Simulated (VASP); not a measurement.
A run of VASP 6.6.1 is set up as follows.

The input INCAR:

```
PREC = Accurate
ENCUT = 820
EDIFF = 1E-6
ISMEAR = 0
SIGMA = 0.15
LREAL = F
LASPH = T
NELM = 120
ALGO = Normal
ISIF = 2
LWAVE = F
LCHARG = F
GGA = CA
NBANDS = 16
GGA_COMPAT = F
```

File KPOINTS:

```
regular mesh
0
Gamma
  24 24 24
```

File POSCAR:

```
Cu
1.0
   -1.4178164818      1.4178164818      1.3320790153
    1.4178164818     -1.4178164818      1.3320790153
    1.4178164818      1.4178164818     -1.3320790153
Cu
1
Direct
    0.0000000000      0.0000000000      0.0000000000
```

Potentials or basis: VASP PAW LDA potentials, release 64 (Cu_sv_GW).

Run with:

```console
$ cat potpaw_LDA.64/Cu_sv_GW/POTCAR > POTCAR
$ mpirun -np 1 vasp_std > vasp.out
```

**Question.** Estimate the pressure.

**Answer.** 3.4 GPa.

**Question.** Estimate the band gap on the k mesh.

**Answer.** Zero (an odd number of electrons rules out a gap without spin polarisation).

Stress tensor (GPa, compression positive):
```
3.29 0.00 0.00
0.00 3.29 0.00
0.00 0.00 3.49
```

Caveat: the cell stands under pressure.
